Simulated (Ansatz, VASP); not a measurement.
**GaN in VASP and in Ansatz**

```xyz
2
Lattice="0.0000 2.1484 2.1484 2.1484 0.0000 2.1484 2.1484 2.1484 0.0000" Properties=species:S:1:pos:R:3 pbc="T T T"
Ga    2.1484    2.1484    2.1484
N     0.0000    0.0000    0.0000
```

Alike in both runs: task single point; functional BLYP; k mesh 10 × 10 × 10; occupations gaussian, width 0.05 eV; no spin polarisation.

```csv
,VASP,Ansatz
version,VASP 6.6.1,Ansatz 0.2.0
potentials or method,"VASP PAW PBE potentials, release 64 (Ga_d, N), cutoff 520 eV","scalar-relativistic, plane waves, PAW"
valence electrons in the cell,18,18
```

|  | VASP | Ansatz | Ansatz less VASP |
| --- | --- | --- | --- |
| gap on the k mesh at the Fermi level (eV) | 0.22 | 0.20 | -0.023 |
| least direct gap on the mesh (eV) | 2.21 | 2.19 | -0.023 |
| pressure (GPa) | 5.0 | 3.9 | -1.13 |

VASP's potentials were made for PBE, not for BLYP.
